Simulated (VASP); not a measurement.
Runs of VASP 6.6.1 on P. The structure is that of space group Im-3m (No. 229), or close to it. The cells are those of the table. This isn't the form of P at room conditions, which is orthorhombic.

| task | cell | gap on the mesh (eV) | pressure (GPa) |
| --- | --- | --- | --- |
| single point | a = 2.610 Å, angles 109.5°, 1 atom | none | (b) |
| single point | a = 2.098 Å, angles 109.5°, 1 atom | none | (c) |
| single point | a = 2.201 Å, angles 109.5°, 1 atom | none | 156.8 |
| relaxation of cell and atoms | relaxed from a = 2.691 Å, angles 109.5°, 1 atom | none | 0.0 |
| single point | a = 2.295 Å, angles 109.5°, 1 atom | none | 91.2 |
| single point | a = 2.381 Å, angles 109.5°, 1 atom | none | 52.1 |
| single point | a = 2.538 Å, angles 109.5°, 1 atom | none | (a) |
| single point | a = 2.000 Å, angles 109.5°, 1 atom | none | 439.4 |
| single point | a = 2.462 Å, angles 109.5°, 1 atom | none | 26.6 |

Alike in all rows: level PBEsol; potentials or basis VASP PAW PBE potentials, release 64 (P); no spin polarisation; k mesh 17 × 17 × 17; cutoff (eV) 500; smearing fermi-dirac 0.05 eV.

Task: Estimate the missing entries.

Result: (a) 10.7; (b) 0.1; (c) 271.0.

Caveats: the PAW data sets were made with another functional, which shifts forces and pressure a little; the cell stands under pressure (at least some runs).

A gap of «none» marks levels without a gap at the run's occupations.
